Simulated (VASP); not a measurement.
MoS2:

```
Mo S
1.0
     3.22747    0.00000    0.00000
    -1.61373    2.79507    0.00000
     0.00000    0.00000    6.31247
Mo S
1 2
Cartesian
  0.0000 0.0000 3.1562
  0.0000 1.8634 1.6117
  1.6137 0.9317 4.7008
```

Base run:

```yaml
Program: VASP 6.6.1
Functional: LDA
Potentials_or_basis: VASP PAW LDA potentials, release 64 (Mo_sv, S)
Cutoff: 500 eV
k_mesh: 7 × 7 × 3
Occupations: fermi-dirac, width 0.3 eV
Spin: no spin polarisation
```

Its results: band gap on the k mesh zero (bands 13 and 14 overlap by 0.63 eV); pressure -4.8 GPa; largest force 0.111 eV/Å.

Question: The run is repeated on the same cell with these changes: occupations from fermi-dirac, width 0.3 eV to fermi-dirac, width 0.1 eV. What comes out?

Answer: Band gap on the k mesh zero (bands 13 and 14 overlap by 0.61 eV); pressure -5.6 GPa; largest force 0.155 eV/Å.

Caveats: the cell stands under tension; so wide a smearing shifts energies and pressures (at least some runs).
